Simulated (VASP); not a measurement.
# WS2 (Tungstenite) (P6_3/mmc) in VASP: notebook, part 2 of 2

VASP 6.6.1. The steps go on from the part before.

### Step 3. Single point, LDA

This run uses another cell than the first one, of 17.52 Å³/atom, 1.021 times its volume.

The input, INCAR:

```
SYSTEM = WS2
PREC     = Accurate       ! precision mode
ENCUT    = 520            ! plane-wave cutoff, eV
EDIFF    = 1E-6           ! SCF threshold, eV
ISMEAR   = -1             ! smearing method
SIGMA    = 0.05           ! smearing width, eV
LREAL    = .FALSE.        ! projectors in reciprocal space
LASPH    = .TRUE.         ! aspherical terms in the spheres
NELM     = 80             ! most SCF steps
ALGO     = Normal         ! electronic algorithm
ISIF     = 2              ! what is computed and relaxed
LWAVE    = .FALSE.        ! write WAVECAR
LCHARG   = .TRUE.         ! write CHGCAR
GGA      = CA             ! functional
LELF     = .TRUE.         ! ELF
LVHAR    = .TRUE.       
NBANDS   = 35             ! bands
```

The input, KPOINTS:

```
regular mesh
0
G
  10 10 3
  0 0 0
```

The input, POSCAR:

```
WS2
1.0
    3.1370217585      0.0000000000      0.0000000000
   -1.5685108793      2.7167405351      0.0000000000
    0.0000000000      0.0000000000     12.3310603717
W S
2 4
Direct
    0.6666666667      0.3333333333      0.7500000000
    0.3333333333      0.6666666667      0.2500000000
    0.6666666667      0.3333333333      0.3750000000
    0.3333333333      0.6666666667      0.8750000000
    0.6666666667      0.3333333333      0.1250000000
    0.3333333333      0.6666666667      0.6250000000
```

Potentials or basis: VASP PAW LDA potentials, release 64 (W_sv, S).

Started as:

```sh
$ cat potpaw_LDA.64/W_sv/POTCAR potpaw_LDA.64/S/POTCAR > POTCAR
$ mpirun -np 1 vasp_std > vasp.out
```

OUTCAR:

```text
SYSTEM = WS2
   PREC = Accurate
   ENCUT = 520
   EDIFF = 1E-6
   ISMEAR = -1
   LREAL = .FALSE.
   LASPH = .TRUE.
   NELM = 80
   ISIF = 2
   GGA = CA

 ion  position               nearest neighbor table
   1  0.667  0.333  0.750-   4 2.38   6 2.38   4 2.38   6 2.38   4 2.38   6 2.38
   2  0.333  0.667  0.250-   3 2.38   5 2.38   3 2.38   5 2.38   3 2.38   5 2.38
   3  0.667  0.333  0.375-   2 2.38   2 2.38   2 2.38
   4  0.333  0.667  0.875-   1 2.38   1 2.38   1 2.38
   5  0.667  0.333  0.125-   2 2.38   2 2.38   2 2.38
   6  0.333  0.667  0.625-   1 2.38   1 2.38   1 2.38

  LATTYP: Found a hexagonal cell.
 ALAT       =     3.1370217585
 C/A-ratio  =     3.9308176101

  Lattice vectors:

 A1 = (   3.1370217585,   0.0000000000,   0.0000000000)
 A2 = (  -1.5685108793,   2.7167405351,   0.0000000000)
 A3 = (   0.0000000000,   0.0000000000,  12.3310603717)

Analysis of symmetry for initial positions (statically):
=====================================================================
 Subroutine PRICEL returns:
 Original cell was already a primitive cell.

 Routine SETGRP: Setting up the symmetry group for a
 hexagonal supercell.

 Subroutine GETGRP returns: Found 24 space group operations
 (whereof 12 operations were pure point group operations)
 out of a pool of 24 trial point group operations.

The static configuration has the point symmetry D_3d.
 The point group associated with its full space group is D_6h.

Analysis of symmetry for dynamics (positions and initial velocities):
=====================================================================
 Subroutine PRICEL returns:
 Original cell was already a primitive cell.

 Routine SETGRP: Setting up the symmetry group for a
 hexagonal supercell.

[... 125 lines left out ...]
   NUPDOWN=      -1.0000    fix difference up-down
   EMIN   =  10.00;   EMAX   =-10.00  energy-range for DOS
   EFERMI =   0.00;   METHOD = LEGACY
   ISMEAR =    -1;   SIGMA  =   0.05  broadening in eV -4-tet -1-fermi 0-gaus
   EFERMI_NEDOS =   21; number of points for ismear=-14 and -15
   IALGO  =     38    algorithm
   IMIX   =      4    mixing-type and parameters
     AMIX     =   0.40;   BMIX     =  1.00
     AMIX_MAG =   1.60;   BMIX_MAG =  1.00
  volume/ion in A,a.u.               =      17.52       118.20
  Fermi-wavevector in a.u.,A,eV,Ry     =   1.294853  2.446918 22.812142  1.676645
  Thomas-Fermi vector in A             =   2.426410
   LORBIT       =      0    0 simple, 1 ext, 2 COOP (PROOUT), +10 PAW based schemes
   GGA     = CA    functional components
   LHFCALC =     F    Hartree Fock is set to
   AEXX    =    0.0000 exact exchange contribution
   IVDW    =     0    specifies the selected vdW correction
   LEPSILON=     F    determine dielectric tensor
   LRPA    =     F    only Hartree local field effects (RPA)
 non-spin polarized calculation
  energy-cutoff  :      520.00
  volume of cell :      105.09
 maximum number of plane-waves:      2858
 NGX is ok and might be reduce to    24
   NGX = 11   NGY = 11   NGZ = 45

 number of electron      51.9999993 magnetization

 Free energy of the ion-electron system (eV)
  ---------------------------------------------------
  ext. energy  EPLUGINS =         0.00000000
  ---------------------------------------------------
  free energy    TOTEN  =       -52.50517899 eV

  energy without entropy =      -52.50517794  energy(sigma->0) =      -52.50517847

 E-fermi :   7.9720     XC(G=0): -11.2703

 val. band max:        7.5213447278   @ k =   0.0000   0.0000   0.0000
 cond. band min:       8.5277495219   @ k =   0.2000   0.2000   0.0000
 fundamental gap:      1.0064047941
 Fermi energy:         7.9720239155

 k-point     1 :       0.0000    0.0000    0.0000
  band No.  band energies     occupation
      1     -66.6439      2.00000
      2     -66.6439      2.00000
      3     -31.2064      2.00000
      4     -31.2064      2.00000
      5     -31.0028      2.00000
      6     -31.0028      2.00000
[... 901 lines left out ...]
     34      11.6210      0.00000
     35      12.4678      0.00000

 [... further k-points ...]
[... 5 lines left out ...]
  --------------------------------------------------------------------------------------
  -------------------------------------------------------------------------------------
  Total        0.3975553      0.3975553      2.1068286     -0.0000000     -0.0000000      0.0000000
  in kB        6.0609675      6.0609675     32.1198617     -0.0000000     -0.0000000      0.0000000
  external PRESSURE =      14.7472656 kB  Pullay stress =       0.0000000 kB

 VOLUME and BASIS-vectors are now :
 -----------------------------------------------------------------------------
  energy-cutoff  :      520.00
  volume of cell :      105.09
      direct lattice vectors                 reciprocal lattice vectors
     3.137021758  0.000000000  0.000000000     0.318773690  0.184044075  0.000000000
    -1.568510879  2.716740535  0.000000000     0.000000000  0.368088151  0.000000000
     0.000000000  0.000000000 12.331060372     0.000000000  0.000000000  0.081096027

 POSITION                                       TOTAL-FORCE (eV/Angst)
 -----------------------------------------------------------------------------------
      1.56851      0.90558      9.24830        -0.000000      0.000000     -0.000000
     -0.00000      1.81116      3.08277        -0.000000     -0.000000     -0.000000
      1.56851      0.90558      4.62415        -0.000000      0.000000      0.430547
     -0.00000      1.81116     10.78968         0.000000     -0.000000      0.430547
      1.56851      0.90558      1.54138        -0.000000      0.000000     -0.430547
     -0.00000      1.81116      7.70691         0.000000     -0.000000     -0.430547
 -----------------------------------------------------------------------------------
    total drift:                               -0.000000      0.000000     -0.000000

  FREE ENERGIE OF THE ION-ELECTRON SYSTEM (eV)
  ---------------------------------------------------
  free  energy   TOTEN  =       -52.5051789892 eV

  energy  without entropy=      -52.5051779434  energy(sigma->0) =      -52.50517847
```

OSZICAR:

```text
N       E                     dE             d eps       ncg     rms          rms(c)
DAV:   1     0.508811278153E+03    0.50881E+03   -0.28476E+04  2128   0.149E+03
DAV:   2    -0.214898997143E+02   -0.53030E+03   -0.51031E+03  2210   0.410E+02
DAV:   3    -0.543107453627E+02   -0.32821E+02   -0.32250E+02  2437   0.968E+01
DAV:   4    -0.551137955229E+02   -0.80305E+00   -0.79981E+00  2351   0.159E+01
DAV:   5    -0.551296741289E+02   -0.15879E-01   -0.15868E-01  2357   0.237E+00    0.410E+01
DAV:   6    -0.528835896755E+02    0.22461E+01   -0.72902E+00  2237   0.180E+01    0.172E+01
DAV:   7    -0.526438723021E+02    0.23972E+00   -0.23238E+00  2138   0.788E+00    0.682E+00
DAV:   8    -0.525081812349E+02    0.13569E+00   -0.36265E-01  2226   0.411E+00    0.193E+00
DAV:   9    -0.525078945886E+02    0.28665E-03   -0.45458E-02  2361   0.106E+00    0.103E+00
DAV:  10    -0.525055178880E+02    0.23767E-02   -0.20659E-02  2367   0.911E-01    0.337E-01
DAV:  11    -0.525052038502E+02    0.31404E-03   -0.31688E-03  2156   0.336E-01    0.165E-01
DAV:  12    -0.525051807932E+02    0.23057E-04   -0.11964E-04  2237   0.685E-02    0.637E-02
DAV:  13    -0.525051802993E+02    0.49392E-06   -0.16707E-05  2300   0.243E-02    0.442E-02
DAV:  14    -0.525051795964E+02    0.70289E-06   -0.12684E-05  2076   0.220E-02    0.234E-02
DAV:  15    -0.525051789892E+02    0.60724E-06   -0.12675E-06  1266   0.807E-03
   1 F= -.52505179E+02 E0= -.52505178E+02  d E =-.104576E-05
```

stdout:

```text
POSCAR found type information on POSCAR W S
 POSCAR found :  2 types and       6 ions
 scaLAPACK will be used
 LDA part: xc-table for (Slater(with rela. corr.)+CA(PZ))
 , standard interpolation
 POSCAR, INCAR and KPOINTS ok, starting setup
 FFT: planning ... GRIDC
 FFT: planning ... GRID_SOFT
 FFT: planning ... GRID
 WAVECAR not read
 entering main loop
```

It took 45 s on 1 thread of Intel Xeon 6975P-C (Granite Rapids), shared host; peak memory 0.23 GiB.

What came out:

- Free energy: -52.5052 eV
- Pressure: 1.5 GPa
- Largest force: 0.431 eV/Å
- Band gap on the k mesh: 1.01 eV, indirect (least direct gap 2.18 eV)

Forces on the atoms (eV/Å):
```
W    0.000  0.000  0.000
W    0.000  0.000  0.000
S    0.000  0.000  0.431
S    0.000  0.000  0.431
S    0.000  0.000 -0.431
S    0.000  0.000 -0.431
```

Stress tensor (GPa, compression positive):
```
0.61 0.00 0.00
0.00 0.61 0.00
0.00 0.00 3.21
```

Caveat: spin-orbit coupling is left out, which moves the levels of the heavy elements. LDA gaps usually lie below the measured ones, often by a third to a half.
